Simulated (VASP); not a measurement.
Runs of VASP 6.6.1 on Be. Symmetry: P4/mmm, No. 123, tetragonal system. Conventional cell: a = 2.233 Å, b = 2.233 Å, c = 2.066 Å, α = 90.00°, β = 90.00°, γ = 90.00°. Within 2.7 Å of Be (site symmetry 4/mmm) lie 6 Be at 2.07 to 2.23 Å. 

```tsv
level	potentials or basis	gap on the mesh (eV)	pressure (GPa)
r2SCAN	VASP PAW PBE potentials, release 64 (Be)	none	0.0
RPBE	VASP PAW PBE potentials, release 64 (Be)	none	2.1
PBE	VASP PAW PBE potentials, release 64 (Be)	none	0.2
BLYP	VASP PAW PBE potentials, release 64 (Be)	none	(b)
revPBE	VASP PAW PBE potentials, release 64 (Be)	none	1.8
PBEsol	VASP PAW PBE potentials, release 64 (Be)	none	(a)
LDA	VASP PAW LDA potentials, release 64 (Be)	none	-3.1
```

Alike in all rows: task single point; no spin polarisation; cell as given; k mesh 12 × 12 × 13; cutoff (eV) 520; smearing fermi-dirac 0.05 eV.

**Question.** Estimate the missing entries.

**Answer.** (a) -0.4; (b) 1.9.

Caveats: the PAW data sets were made with another functional, which shifts forces and pressure a little (some runs).

A gap of «none» marks levels without a gap at the run's occupations.
